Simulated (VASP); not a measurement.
# GaN (P6_3mc) in VASP: further runs, part 2 of 2

VASP 6.6.1. The steps go on from the part before.

## 3. G0W0 quasiparticle levels, PBE

Contents of POSCAR:

```
GaN
1.0
    3.1900000000      0.0000000000      0.0000000000
   -1.5950000000      2.7626210381      0.0000000000
    0.0000000000      0.0000000000      5.1860000000
Ga N
2 2
Direct
    0.3333333333      0.6666666667      0.0000000000
    0.6666666667      0.3333333333      0.5000000000
    0.3333333333      0.6666666667      0.3789000000
    0.6666666667      0.3333333333      0.8789000000
```

Contents of INCAR.step1:

```
PREC     = Accurate       # precision mode
ENCUT    = 500            # plane-wave cutoff, eV
EDIFF    = 1E-8           # SCF threshold, eV
ISMEAR   = 0              # smearing method
SIGMA    = 0.01           # smearing width, eV
LREAL    = False          # projectors in reciprocal space
LASPH    = True           # aspherical terms in the spheres
NELM     = 100            # most SCF steps
ALGO     = Normal         # electronic algorithm
LWAVE    = True           # write WAVECAR
LCHARG   = False          # write CHGCAR
GGA      = PE             # functional
```

Contents of INCAR.step2:

```
PREC     = Accurate       # precision mode
ENCUT    = 500            # plane-wave cutoff, eV
EDIFF    = 1E-8           # SCF threshold, eV
ISMEAR   = 0              # smearing method
SIGMA    = 0.01           # smearing width, eV
LREAL    = False          # projectors in reciprocal space
LASPH    = True           # aspherical terms in the spheres
NELM     = 1              # most SCF steps
ALGO     = Exact          # electronic algorithm
LWAVE    = True           # write WAVECAR
LCHARG   = False          # write CHGCAR
GGA      = PE             # functional
NBANDS   = 460            # bands
LOPTICS  = True           # frequency-dependent dielectric function
ISTART   = 1
```

Contents of INCAR.step3:

```
PREC     = Accurate       # precision mode
ENCUT    = 500            # plane-wave cutoff, eV
EDIFF    = 1E-8           # SCF threshold, eV
ISMEAR   = 0              # smearing method
SIGMA    = 0.01           # smearing width, eV
LREAL    = False          # projectors in reciprocal space
LASPH    = True           # aspherical terms in the spheres
ALGO     = EVGW0          # electronic algorithm
LWAVE    = False          # write WAVECAR
LCHARG   = False          # write CHGCAR
GGA      = PE             # functional
NELMGW   = 1            
NBANDS   = 460            # bands
ENCUTGW  = 180.0          # cutoff of the response function
NOMEGA   = 48             # frequency points
PRECFOCK = Fast         
ISTART   = 1            
NBANDSGW = 26
```

Contents of KPOINTS:

```
regular mesh
0
Gamma
  2 2 2
```

Potentials or basis: VASP PAW PBE potentials, release 64 (Ga_d_GW, N_GW).

Run with:

```console
> cat potpaw_PBE.64/Ga_d_GW/POTCAR potpaw_PBE.64/N_GW/POTCAR > POTCAR
> cp INCAR.step1 INCAR
> mpirun -np 1 vasp_std > vasp.out
> cp INCAR.step2 INCAR
> mpirun -np 1 vasp_std > vasp.out
> cp INCAR.step3 INCAR
> mpirun -np 1 vasp_std > vasp.out
```

OUTCAR:

```text
PREC = Accurate
   ENCUT = 500
   EDIFF = 1E-8
   ISMEAR = 0
   LREAL = False
   LASPH = True
   GGA = PE
   NELMGW = 1
   ENCUTGW = 180.0
   PRECFOCK = Fast
   ISTART = 1

 ion  position               nearest neighbor table
   1  0.333  0.667  0.000-   4 1.95   4 1.95   4 1.95   3 1.96
   2  0.667  0.333  0.500-   3 1.95   3 1.95   3 1.95   4 1.96
   3  0.333  0.667  0.379-   2 1.95   2 1.95   2 1.95   1 1.96
   4  0.667  0.333  0.879-   1 1.95   1 1.95   1 1.95   2 1.96

  LATTYP: Found a hexagonal cell.
 ALAT       =     3.1900000000
 C/A-ratio  =     1.6257053292

  Lattice vectors:

[... 151 lines left out ...]
   IVDW    =     0    specifies the selected vdW correction
   LEPSILON=     F    determine dielectric tensor
   LRPA    =     F    only Hartree local field effects (RPA)
   LRPAFORCE           =     F    calculate RPA forces
   ENCUTGW             = 180.0    cutoff for response function in eV
   ENCUTGWSOFT         = 144.0    soft cutoff for Coulomb kernel in GW response function in eV
   ENCUTLF             =  -1.0    cutoff for local field effects
   NELMGW              =     1    number of iterations in solving QP/BSE equation
   NELMHF              =     1    number of iterations in the inner HF iteration
   NKREDLFX            =     1    NKREDLFY  =   1   NKREDLFZ  =   1
 non-spin polarized calculation
 Gauss-broadening in eV      SIGMA  =   0.01
  energy-cutoff  :      500.00
  volume of cell :       45.70
 maximum number of plane-waves:      1182
 NGX is ok and might be reduce to    24
  NGX = 14; NGY = 14; NGZ = 24
   NGX = 11   NGY = 11   NGZ = 19
 maximum number of plane-waves:       264
 NGX is ok and might be reduce to    14

 QP shifts <psi_nk| G(iteration)W_0 |psi_nk>: iteration 1
 for sc-GW calculations column KS-energies equals QP-energies in previous step
 and V_xc(KS)=  KS-energies - (<T + V_ion + V_H > + <T+V_H+V_ion>^1  + <V_x>^1)

 k-point   1 :       0.0000    0.0000    0.0000
  band No.  KS-energies  QP-energies   sigma(KS)   V_xc(KS)     V^pw_x(r,r')   Z            occupation Imag(sigma)

      1     -10.6300     -11.8111     -16.5911     -14.7883     -24.4302       0.6551       2.0000       1.0342
      2      -9.8126     -11.6442     -21.0329     -18.3714     -29.7483       0.6882       2.0000       0.6886
      3      -8.3938     -11.0148     -25.1385     -21.5144     -34.8555       0.7232       2.0000       0.2931
      4      -8.3692     -10.9797     -25.1615     -21.5315     -34.9310       0.7191       2.0000       0.2976
      5      -8.3692     -10.9797     -25.1615     -21.5315     -34.9310       0.7191       2.0000       0.2976
      6      -8.3101     -10.9523     -25.2385     -21.5876     -34.9930       0.7237       2.0000       0.2898
[... 108 lines left out ...]
     25      17.4864      17.9521     -12.0778     -12.6865      -5.9600       0.7652       0.0000      -0.2759
     26      17.4864      17.9521     -12.0778     -12.6865      -5.9600       0.7652       0.0000      -0.2759
```

OUTCAR.step2:

```text
PREC = Accurate
   ENCUT = 500
   EDIFF = 1E-8
   ISMEAR = 0
   LREAL = False
[... 676 lines left out ...]
     0.00000    20.49478    20.49478    17.22202     0.00000     0.00000    -0.00000
     3.20730     7.39124     7.39124    -0.92792     0.00000     0.00000    -0.00000
     6.41461   -15.21641   -15.21641   -10.03904     0.00000    -0.00000     0.00000
     9.62191    -0.17914    -0.17914    -4.58656     0.00000    -0.00000    -0.00000
    12.82921    -4.77851    -4.77851    -2.31361     0.00000    -0.00000     0.00000
    16.03651    -1.42886    -1.42886    -1.46821    -0.00000    -0.00000     0.00000
[... 92 lines left out ...]
   314.31568     0.98882     0.98882     0.99030    -0.00000    -0.00000     0.00000
   317.52299     0.98907     0.98907     0.99052    -0.00000    -0.00000     0.00000
```

It took 84 s on 1 thread of AMD EPYC 9R45 (Zen 5), shared host; peak memory 0.31 GiB.

What came out:

* Quasiparticle gap: 2.80 eV
* Least direct quasiparticle gap: 2.80 eV
* Band gap of the starting levels on the mesh: 1.81 eV
* Least direct gap of the starting levels on the mesh: 1.81 eV

Caveat: the k points lie up to 1.14 Å⁻¹ apart; bands, screening cutoff and mesh are small and nothing is extrapolated, so the quasiparticle values aren't converged.
